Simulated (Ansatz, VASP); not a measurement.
Tc: VASP beside Ansatz

INCAR

```
PREC     = Accurate       # precision mode
ENCUT    = 520            # plane-wave cutoff, eV
EDIFF    = 1E-7           # SCF threshold, eV
ISMEAR   = -1             # smearing method
SIGMA    = 0.05           # smearing width, eV
LREAL    = False          # projectors in reciprocal space
LASPH    = True           # aspherical terms in the spheres
NELM     = 60             # most SCF steps
ALGO     = Fast           # electronic algorithm
ISIF     = 2              # what is computed and relaxed
LWAVE    = False          # write WAVECAR
LCHARG   = False          # write CHGCAR
NBANDS   = 20             # bands
```

KPOINTS

```
regular mesh
0
Gamma
  6 6 4
```

POSCAR

```
Tc
1.0
    2.7400000000      0.0000000000      0.0000000000
   -1.3700000000      2.3729096064      0.0000000000
    0.0000000000      0.0000000000      4.3980000000
Tc
2
Direct
    0.6666666667      0.3333333333      0.7500000000
    0.3333333333      0.6666666667      0.2500000000
```

input.yaml

```yaml
crystal:
  lattice:
    - [2.74, 0.0, 0.0]
    - [-1.37, 2.3729096064, 0.0]
    - [0.0, 0.0, 4.398]
  atoms:
    - { symbol: Tc, position: [0.6666666667, 0.3333333333, 0.75] }
    - { symbol: Tc, position: [0.3333333333, 0.6666666667, 0.25] }
hamiltonian:
  xc: lda
  pseudopotentials: { kind: paw }
kpoints:
  mp_grid: { grid: [6, 6, 4] }
  band_path:
    path:
      - [[0.0, 0.0, 0.0], [0.5, 0.0, 0.0], [0.3333333333, 0.3333333333, 0.0], [0.0, 0.0, 0.0], [0.0, 0.0, 0.5], [0.5, 0.0, 0.5], [0.3333333333, 0.3333333333, 0.5], [0.0, 0.0, 0.5]]
      - [[0.5, 0.0, 0.5], [0.5, 0.0, 0.0]]
      - [[0.3333333333, 0.3333333333, 0.0], [0.3333333333, 0.3333333333, 0.5]]
    npoints: 14
scf:
  occupations: { method: fermi_dirac, width: 0.05 }
  n_extra_bands: 6
output:
  forces: true
  stress: true
  eigenvalues: true
  fatbands: true
```

Alike in both runs: functional LDA; k mesh 6 × 6 × 4; occupations fermi-dirac, width 0.05 eV; no spin polarisation.

|  | VASP | Ansatz |
| --- | --- | --- |
| version | VASP 6.6.1 | Ansatz 0.2.0 |
| potentials or method | VASP PAW LDA potentials, release 64 (Tc_pv) | Ansatz PAW earlier set |
| plane-wave cutoff (eV) | 520 | 500 |
| valence electrons in the cell | 26 | 30 |
| task | single point | band structure |

```csv
,VASP,Ansatz,Ansatz less VASP
gap on the k mesh at the Fermi level (eV),none,none,-
pressure (GPa),-11.1,-11.2,-0.05
"traceless stress, the component that is largest in VASP (GPa)",-1.30,-1.23,+0.074
```

LDA's correlation is that of Perdew and Zunger in VASP and of Perdew and Wang (1992) in Ansatz. A gap of «none» marks a metal or a gap that the smearing closes. VASP's potentials hold 26 valence electrons a cell and Ansatz's 30, so a difference there can come from the potentials and not from the codes.

The k mesh is coarse, so the values compare programs but aren't converged.
